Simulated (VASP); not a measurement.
Here is a VASP 6.6.1 calculation.

The input POSCAR:

```
C
1.0
    0.0000000000      1.8157266254      1.8157266254
    1.8157266254      0.0000000000      1.8157266254
    1.8157266254      1.8157266254      0.0000000000
C
2
Direct
    0.0000000000      0.0000000000      0.0000000000
    0.2500000000      0.2500000000      0.2500000000
```

The input INCAR.step1:

```
PREC = Accurate
ENCUT = 500
EDIFF = 1E-8
ISMEAR = 0
SIGMA = 0.01
LREAL = False
LASPH = True
NELM = 100
ALGO = Normal
LWAVE = True
LCHARG = False
GGA = PE
```

File INCAR.step2:

```
PREC = Accurate
ENCUT = 500
EDIFF = 1E-8
ISMEAR = 0
SIGMA = 0.01
LREAL = False
LASPH = True
NELM = 1
ALGO = Exact
LWAVE = True
LCHARG = False
GGA = PE
NBANDS = 53
LOPTICS = True
ISTART = 1
```

Contents of INCAR.step3:

```
PREC = Accurate
ENCUT = 500
EDIFF = 1E-8
ISMEAR = 0
SIGMA = 0.01
LREAL = False
LASPH = True
ALGO = EVGW0
LWAVE = False
LCHARG = False
GGA = PE
NELMGW = 1
NBANDS = 53
ENCUTGW = 150.0
NOMEGA = 96
PRECFOCK = Fast
ISTART = 1
NBANDSGW = 12
OMEGAMAX = 20
```

The input KPOINTS:

```
Automatic mesh
0
Gamma
  6 6 6
```

Potentials or basis: VASP PAW PBE potentials, release 64 (C_GW).

The run is started by

```console
$ cat potpaw_PBE.64/C_GW/POTCAR > POTCAR
$ cp INCAR.step1 INCAR
$ mpirun -np 1 vasp_std > vasp.out
$ cp INCAR.step2 INCAR
$ mpirun -np 1 vasp_std > vasp.out
$ cp INCAR.step3 INCAR
$ mpirun -np 1 vasp_std > vasp.out
```

Q: What does it give for the quasiparticle gap?

A: 5.28 eV.

Q: Predict the least direct quasiparticle gap.

A: 7.09 eV.

Q: What does it give for the least direct gap of the starting levels on the mesh?

A: 5.44 eV.

Q: Predict the band gap of the starting levels on the mesh.

A: 4.03 eV.

Caveat: the k points lie up to 0.50 Å⁻¹ apart; bands, screening cutoff and mesh are small and nothing is extrapolated, so the quasiparticle values aren't converged.
